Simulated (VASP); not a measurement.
Set up this calculation in VASP 6.6.1, as the native input.

```
Task                   : relaxation of cell and atoms
Functional             : PBE
Potentials or basis    : VASP PAW PBE potentials, release 64 (Si)
Cutoff                 : 500 eV
k mesh                 : 20 × 20 × 20
Occupations            : gaussian, width 0.05 eV
Spin                   : no spin polarisation
Target pressure        : 17 GPa
Dipole correction      : no
Further INCAR settings : ALGO = Normal; EDIFF = 1e-07; IBRION = 2; EDIFFG = -0.003; NSW = 80; ISIF = 3
```

The structure of Si lies in POSCAR:

```
Si
1.0
   -2.4078382513      2.2091584089      1.2793202440
    2.4078382513     -2.2091584089      1.2793202440
    2.4078382513      2.2091584089     -1.2793202440
Si
2
Direct
   -0.1099189012     -0.1099189012      0.0000000000
    0.8899189012      0.3899189012      0.5000000000
```

This isn't the form of Si at room conditions, which is diamond.

The input as run:

INCAR

```
SYSTEM = Si
PREC     = Accurate       ! precision mode
ENCUT    = 500            ! plane-wave cutoff, eV
EDIFF    = 1E-7           ! SCF threshold, eV
ISMEAR   = 0              ! smearing method
SIGMA    = 0.05           ! smearing width, eV
LREAL    = .False.        ! projectors in reciprocal space
LASPH    = .True.         ! aspherical terms in the spheres
NELM     = 120            ! most SCF steps
ALGO     = Normal         ! electronic algorithm
ISIF     = 3              ! what is computed and relaxed
LWAVE    = .False.        ! write WAVECAR
LCHARG   = .False.        ! write CHGCAR
GGA      = PE             ! functional
IBRION   = 2              ! ionic algorithm
NSW      = 80             ! ionic steps
EDIFFG   = -0.003         ! ionic threshold
PSTRESS  = 170.0        
GGA_COMPAT= .False.      
NELMIN   = 4
```

KPOINTS

```
Automatic mesh
0
Gamma
  20 20 20
  0 0 0
```

Potentials or basis: VASP PAW PBE potentials, release 64 (Si).

Launch:

```bash
$ cat potpaw_PBE.64/Si/POTCAR > POTCAR
$ mpirun -np 1 vasp_std > vasp.out
```

It gave:

```json
{"Relaxed volume": "13.37 Å³/atom", "Relaxed cell": "a = 3.489 Å, b = 3.489 Å, c = 3.489 Å, α = 93.29°, β = 102.01°, γ = 137.26°", "Space group after relaxing (to 0.1 Å)": "P6/mmm (No. 191)", "Energy change on relaxing (the run minimises the enthalpy)": "+23.3 meV/atom", "Ionic steps": "8", "Pressure after relaxing": "17.0 GPa", "Band gap on the k mesh": "zero (bands 4 and 5 overlap by 8.18 eV)"}
```

Caveat: the cell is relaxed towards a set pressure, so the run minimises the enthalpy, not the energy.

Run time: 12 min on 1 thread of Oxide Virtual Turin-like Processor, with other jobs on the host, peak memory 0.29 GiB.
